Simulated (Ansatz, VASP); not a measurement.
# One calculation of PbSe, two programs

The input INCAR:

```
SYSTEM = PbSe
ALGO     = Normal         ! electronic algorithm
EDIFF    = 1E-6           ! SCF threshold, eV
ENCUT    = 520            ! plane-wave cutoff, eV
GGA      = RP             ! functional
ISIF     = 2              ! what is computed and relaxed
ISMEAR   = -1             ! smearing method
IVDW     = 12             ! dispersion correction
LASPH    = .TRUE.         ! aspherical terms in the spheres
LCHARG   = .FALSE.        ! write CHGCAR
LREAL    = .FALSE.        ! projectors in reciprocal space
LWAVE    = .FALSE.        ! write WAVECAR
NBANDS   = 17             ! bands
NELM     = 100            ! most SCF steps
PREC     = Accurate       ! precision mode
SIGMA    = 0.05           ! smearing width, eV
```

The input KPOINTS:

```
k-points
0
G
  8 8 8
  0 0 0
```

File POSCAR:

```
PbSe
1.0
    0.0000000000      3.0809197960      3.0809197960
    3.0809197960      0.0000000000      3.0809197960
    3.0809197960      3.0809197960      0.0000000000
Pb Se
1 1
Direct
    0.0000000000      0.0000000000      0.0000000000
    0.5000000000      0.5000000000      0.5000000000
```

File input.yaml:

```yaml
crystal:
  lattice:
    - [0.0, 3.080919796, 3.080919796]
    - [3.080919796, 0.0, 3.080919796]
    - [3.080919796, 3.080919796, 0.0]
  atoms:
    - { symbol: Pb, position: [0.0, 0.0, 0.0] }
    - { symbol: Se, position: [0.5, 0.5, 0.5] }
hamiltonian:
  xc: rpbe
  pseudopotentials: { kind: paw }
  dispersion: d3bj
kpoints:
  mp_grid: { grid: [8, 8, 8] }
scf:
  occupations: { method: fermi_dirac, width: 0.05 }
output:
  forces: true
  stress: true
  eigenvalues: true
```

Alike in both runs: task single point; functional RPBE; dispersion D3(BJ); k mesh 8 × 8 × 8; occupations fermi-dirac, width 0.05 eV; no spin polarisation.

|  | VASP | Ansatz |
| --- | --- | --- |
| version | VASP 6.6.1 | Ansatz 0.2.0 |
| potentials or method | VASP PAW PBE potentials, release 64 (Pb_d, Se) | Ansatz PAW |
| plane-wave cutoff (eV) | 520 | 420 |
| valence electrons in the cell | 20 | 30 |

|  | VASP | Ansatz | Ansatz less VASP |
| --- | --- | --- | --- |
| gap on the k mesh at the Fermi level (eV) | 0.44 | 0.44 | -0.006 |
| least direct gap on the mesh (eV) | 0.44 | 0.44 | -0.006 |
| pressure (GPa) | -10.9 | -10.9 | +0.03 |

VASP's potentials were made for PBE, not for RPBE. VASP's potentials hold 20 valence electrons a cell and Ansatz's 30, so a difference there can come from the potentials and not from the codes.

Neither program's run includes spin-orbit coupling.
